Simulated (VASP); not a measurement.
# PbS (Fm-3m) in VASP: electric field gradients with HSE06

Aim: the electric field gradients of PbS with HSE06.

Program: VASP 6.6.1. These are calculated values, not measurements. Logs are shortened: lines on timing, memory, paths and dates and some standing lists are left out, and cuts for length are marked.

**1. The cell of the first run**

Symmetry: Fm-3m, No. 225, cubic system. The conventional cell has a = 5.931 Å, b = 5.931 Å, c = 5.931 Å, α = 90.00°, β = 90.00°, γ = 90.00°. Pb (site symmetry m-3m) has 6 S at 2.97 Å within 3.9 Å. S (site symmetry m-3m) has 6 Pb at 2.97 Å within 3.9 Å.

**2. Electric field gradients, HSE06**

POSCAR reads:

```
PbS
1.0
    0.0000000000      2.9657500000      2.9657500000
    2.9657500000      0.0000000000      2.9657500000
    2.9657500000      2.9657500000      0.0000000000
Pb S
1 1
Direct
    0.0000000000      0.0000000000      0.0000000000
    0.5000000000      0.5000000000      0.5000000000
```

INCAR.step1 reads:

```
SYSTEM = PbS
ALGO = Normal
EDIFF = 1E-5
ENCUT = 400
GGA = PE
GGA_COMPAT = .FALSE.
ISIF = 2
ISMEAR = -1
LASPH = .TRUE.
LCHARG = .FALSE.
LREAL = .FALSE.
LWAVE = .TRUE.
NBANDS = 17
NELM = 120
PREC = Accurate
SIGMA = 0.1
```

INCAR.step2 reads:

```
SYSTEM = PbS
ALGO = Normal
EDIFF = 1E-8
ENCUT = 400
GGA = PE
GGA_COMPAT = .FALSE.
HFSCREEN = 0.2079
ISIF = 2
ISMEAR = -1
ISTART = 1
LASPH = .TRUE.
LCHARG = .FALSE.
LEFG = .TRUE.
LHFCALC = .TRUE.
LREAL = .FALSE.
LWAVE = .FALSE.
NBANDS = 17
NELM = 120
PREC = Accurate
PRECFOCK = Normal
SIGMA = 0.1
```

KPOINTS reads:

```
k-points
0
G
  5 5 5
  0 0 0
```

Potentials or basis: VASP PAW PBE potentials, release 64 (Pb_d, S).

Run with:

```sh
$ cat potpaw_PBE.64/Pb_d/POTCAR potpaw_PBE.64/S/POTCAR > POTCAR
$ cp INCAR.step1 INCAR
$ mpirun -np 1 vasp_std > vasp.out
$ cp INCAR.step2 INCAR
$ mpirun -np 1 vasp_std > vasp.out
```

OUTCAR:

```text
SYSTEM = PbS
   EDIFF = 1E-8
   ENCUT = 400
   GGA = PE
   HFSCREEN = 0.2079
   ISIF = 2
   ISMEAR = -1
   ISTART = 1
   LASPH = .TRUE.
   LHFCALC = .TRUE.
   LREAL = .FALSE.
   NELM = 120
   PREC = Accurate
   PRECFOCK = Normal

 ion  position               nearest neighbor table
   1  0.000  0.000  0.000-   2 2.97   2 2.97   2 2.97   2 2.97   2 2.97   2 2.97
   2  0.500  0.500  0.500-   1 2.97   1 2.97   1 2.97   1 2.97   1 2.97   1 2.97

  LATTYP: Found a face centered cubic cell.
 ALAT       =     5.9315000000

  Lattice vectors:

 A1 = (   0.0000000000,   2.9657500000,   2.9657500000)
 A2 = (   2.9657500000,   0.0000000000,   2.9657500000)
 A3 = (   2.9657500000,   2.9657500000,   0.0000000000)

Analysis of symmetry for initial positions (statically):
=====================================================================
 Subroutine PRICEL returns:
 Original cell was already a primitive cell.

 Routine SETGRP: Setting up the symmetry group for a
 face centered cubic supercell.

 Subroutine GETGRP returns: Found 48 space group operations
 (whereof 48 operations were pure point group operations)
 out of a pool of 48 trial point group operations.

The static configuration has the point symmetry O_h .

Analysis of symmetry for dynamics (positions and initial velocities):
=====================================================================
 Subroutine PRICEL returns:
 Original cell was already a primitive cell.

 Routine SETGRP: Setting up the symmetry group for a
 face centered cubic supercell.

 Subroutine GETGRP returns: Found 48 space group operations
 (whereof 48 operations were pure point group operations)
 out of a pool of 48 trial point group operations.

The dynamic configuration has the point symmetry O_h .

 Subroutine INISYM returns: Found 48 space group operations
 (whereof 48 operations are pure point group operations),
 and found     1 'primitive' translations

----------------------------------------------------------------------------------------

                                     Primitive cell

  volume of cell :      52.1715

  direct lattice vectors                    reciprocal lattice vectors
     0.000000000  2.965750000  2.965750000    -0.168591419  0.168591419  0.168591419
     2.965750000  0.000000000  2.965750000     0.168591419 -0.168591419  0.168591419
     2.965750000  2.965750000  0.000000000     0.168591419  0.168591419 -0.168591419

  length of vectors
     4.194203873  4.194203873  4.194203873     0.292008903  0.292008903  0.292008903

  position of ions in fractional coordinates (direct lattice)
     0.000000000  0.000000000  0.000000000
     0.500000000  0.500000000  0.500000000

  ion indices of the primitive-cell ions
   primitive index   ion index
                 1           1
                 2           2

----------------------------------------------------------------------------------------

 KPOINTS: k-points

Automatic generation of k-mesh.
 Grid dimensions read from file:
 generate k-points for:    5    5    5

 Generating k-lattice:

  Cartesian coordinates                     Fractional coordinates (reciprocal lattice)
    -0.033718284  0.033718284  0.033718284     0.200000000  0.000000000  0.000000000
     0.033718284 -0.033718284  0.033718284     0.000000000  0.200000000  0.000000000
     0.033718284  0.033718284 -0.033718284     0.000000000  0.000000000  0.200000000

  Length of vectors
     0.058401781  0.058401781  0.058401781

  Shift w.r.t. Gamma in fractional coordinates (k-lattice)
     0.000000000  0.000000000  0.000000000

 Subroutine IBZKPT returns following result:
 ===========================================

 Found     10 irreducible k-points:

 Following reciprocal coordinates:
            Coordinates               Weight
  0.000000  0.000000  0.000000      1.000000
  0.200000  0.000000  0.000000      8.000000
  0.400000  0.000000  0.000000      8.000000
  0.200000  0.200000  0.000000      6.000000
  0.400000  0.200000  0.000000     24.000000
 -0.400000  0.200000  0.000000     24.000000
 -0.200000  0.200000  0.000000     12.000000
  0.400000  0.400000  0.000000      6.000000
 -0.400000  0.400000  0.000000     12.000000
 -0.400000  0.400000  0.200000     24.000000
   k-points           NKPTS =     10   k-points in BZ     NKDIM =    125   number of bands    NBANDS=     17
   number of dos      NEDOS =    301   number of ions     NIONS =      2
   total plane-waves  NPLWV =  21952
   dimension x,y,z NGX =    28 NGY =   28 NGZ =   28
   dimension x,y,z NGXF=    56 NGYF=   56 NGZF=   56
   ions per type =               1   1
   NGX,Y,Z   is equivalent  to a cutoff of  11.10, 11.10, 11.10 a.u.
   NGXF,Y,Z  is equivalent  to a cutoff of  22.20, 22.20, 22.20 a.u.
 SYSTEM =  PbS
   PREC   = accura    normal or accurate (medium, high low for compatibility)
   ISTART =      1    job   : 0-new  1-cont  2-samecut
   ICHARG =      0    charge: 1-file 2-atom 10-const
   ISPIN  =      1    spin polarized calculation?
   LNONCOLLINEAR =      F non collinear calculations
   LSORBIT =      F    spin-orbit coupling
   LASPH  =      T    aspherical Exc in radial PAW
   ENCUT  =  400.0 eV  29.40 Ry    5.42 a.u.   6.84  6.84  6.84*2*pi/ulx,y,z
   NELM   =    120;   NELMIN=  2; NELMDL=  0     # of ELM steps
   EDIFF  = 0.1E-07   stopping-criterion for ELM
   LREAL  =      F    real-space projection
   EDIFFG = 0.1E-06   stopping-criterion for IOM
   NSW    =      0    number of steps for IOM
   IBRION =     -1    ionic relax: 0-MD 1-quasi-New 2-CG
   NFREE  =      0    steps in history (QN), initial steepest desc. (CG)
   ISIF   =      2    stress and relaxation
   ISYM   =      3    0-nonsym 1-usesym 2-fastsym
   POTIM  = 0.5000    time-step for ionic-motion
   TEBEG  =    0.0;   TEEND  =   0.0 temperature during run
   PSTRESS=    0.0 pullay stress
   NELECT =      20.0000    total number of electrons
   NUPDOWN=      -1.0000    fix difference up-down
   EMIN   =  10.00;   EMAX   =-10.00  energy-range for DOS
   EFERMI =   0.00;   METHOD = LEGACY
   ISMEAR =    -1;   SIGMA  =   0.10  broadening in eV -4-tet -1-fermi 0-gaus
   EFERMI_NEDOS =   21; number of points for ismear=-14 and -15
   IALGO  =     38    algorithm
   IMIX   =      1    mixing-type and parameters
     AMIX     =   0.40;   BMIX     =  1.00
     AMIX_MAG =   1.60;   BMIX_MAG =  1.00
  volume/ion in A,a.u.               =      26.09       176.04
  Fermi-wavevector in a.u.,A,eV,Ry     =   1.189251  2.247359 19.242973  1.414319
  Thomas-Fermi vector in A             =   2.325363
   LORBIT       =      0    0 simple, 1 ext, 2 COOP (PROOUT), +10 PAW based schemes
   GGA     = PE    functional components
   LHFCALC =     T    Hartree Fock is set to
   PRECFOCK=normal    Normal, Fast or Accurate (Low or Medium for compatibility)
   ENCUT4O =  -1.0   cutoff for four orbital integrals eV
   NKREDX  =     1    reduce k-point grid by
   NKREDY  =     1    reduce k-point grid by
   NKREDZ  =     1    reduce k-point grid by
   AEXX    =    0.2500 exact exchange contribution
   HFSCREEN=    0.2079 screening length (either q_TF or 0.3 A-1)
   HFSCREENC=   0.2079 screening length for correlation (either q_TF or 0.3 A-1)
   ENCUTFOCK=  -1.0 apply spherical cutoff to Coloumb kernel
   IVDW    =     0    specifies the selected vdW correction
   LEPSILON=     F    determine dielectric tensor
   LRPA    =     F    only Hartree local field effects (RPA)
 non-spin polarized calculation
  energy-cutoff  :      400.00
  volume of cell :       52.17
 maximum number of plane-waves:       962
  NGX = 24; NGY = 24; NGZ = 24

 number of electron      19.9999993 magnetization

 Free energy of the ion-electron system (eV)
  ---------------------------------------------------
  ext. energy  EPLUGINS =         0.00000000
  ---------------------------------------------------
  free energy    TOTEN  =       -10.41201635 eV

  energy without entropy =      -10.41195865  energy(sigma->0) =      -10.41198750

 E-fermi :   6.0136     XC(G=0):  -8.0473

 val. band max:        5.1669736070   @ k =   0.4000   0.0000   0.0000
 cond. band min:       6.8497621831   @ k =   0.4000   0.0000   0.0000
 fundamental gap:      1.6827885761
 Fermi energy:         6.0136315451

 k-point     1 :       0.0000    0.0000    0.0000
  band No.  band energies     occupation
      1     -13.0556      2.00000
      2     -13.0556      2.00000
      3     -13.0556      2.00000
      4     -13.0517      2.00000
      5     -13.0517      2.00000
      6      -9.6145      2.00000
[... 177 lines left out ...]
      4     -13.0238      2.00000
      5     -13.0015      2.00000
      6      -7.9332      2.00000
[... 9 lines left out ...]
     16      18.1404      0.00000
     17      18.2253      0.00000

------------------------ aborting loop because EDIFF is reached ----------------------------------------

  FORCE on cell =-STRESS in cart. coord.  units (eV):
  Direction    XX          YY          ZZ          XY          YZ          ZX
  --------------------------------------------------------------------------------------
  -------------------------------------------------------------------------------------
  Total        0.2946089      0.2946089      0.2946089      0.0000000      0.0000000     -0.0000000
  in kB        9.0473800      9.0473800      9.0473800      0.0000000      0.0000000     -0.0000000
  external PRESSURE =       9.0473800 kB  Pullay stress =       0.0000000 kB

 VOLUME and BASIS-vectors are now :
 -----------------------------------------------------------------------------
  energy-cutoff  :      400.00
  volume of cell :       52.17
      direct lattice vectors                 reciprocal lattice vectors
     0.000000000  2.965750000  2.965750000    -0.168591419  0.168591419  0.168591419
     2.965750000  0.000000000  2.965750000     0.168591419 -0.168591419  0.168591419
     2.965750000  2.965750000  0.000000000     0.168591419  0.168591419 -0.168591419

 POSITION                                       TOTAL-FORCE (eV/Angst)
 -----------------------------------------------------------------------------------
      0.00000      0.00000      0.00000         0.000000     -0.000000     -0.000000
      2.96575      2.96575      2.96575        -0.000000      0.000000      0.000000
 -----------------------------------------------------------------------------------
    total drift:                               -0.000001     -0.000001      0.000001

  FREE ENERGIE OF THE ION-ELECTRON SYSTEM (eV)
  ---------------------------------------------------
  free  energy   TOTEN  =       -10.4120163537 eV

  energy  without entropy=      -10.4119586469  energy(sigma->0) =      -10.41198750

 Electric field gradients (V/A^2)
---------------------------------------------------------------------
 ion       V_xx      V_yy      V_zz      V_xy      V_xz      V_yz
---------------------------------------------------------------------
   1       0.000    -0.000     0.000    -0.001    -0.001    -0.001
   2       0.000     0.000    -0.000    -0.000    -0.000    -0.000
---------------------------------------------------------------------

 Electric field gradients after diagonalization (V/A^2)
 (convention: |V_zz| > |V_xx| > |V_yy|)
----------------------------------------------------------------------
 ion       V_xx      V_yy      V_zz     asymmetry (V_yy - V_xx)/ V_zz
----------------------------------------------------------------------
   1       0.001     0.001    -0.002       0.007
   2       0.000     0.000    -0.001       0.020
----------------------------------------------------------------------

           NMR quadrupolar parameters

 Cq : quadrupolar parameter    Cq=e*Q*V_zz/h
 eta: asymmetry parameters     (V_yy - V_xx)/ V_zz
 Q  : nuclear electric quadrupole moment in mb (millibarn)
----------------------------------------------------------------------
 ion       Cq(MHz)       eta       Q (mb)
----------------------------------------------------------------------
   1      -0.000       0.007       1.000
   2      -0.000       0.020       1.000
----------------------------------------------------------------------
```

Run time: 42 min. Hardware: 1 thread of AMD EPYC 7R43 (Zen 3), shared host; peak memory 0.23 GiB.

What came out:

* Free energy: -10.4120 eV
* Pressure: 0.9 GPa
* Largest electric field gradient by atom: under 0.05 V/Å² on every atom

Caveat: this odd mesh misses L, so gap, dielectric constants and Born charges aren't listed; the PAW data sets were made with another functional, which shifts forces and pressure a little; spin-orbit coupling is left out, which moves the levels of the heavy elements.
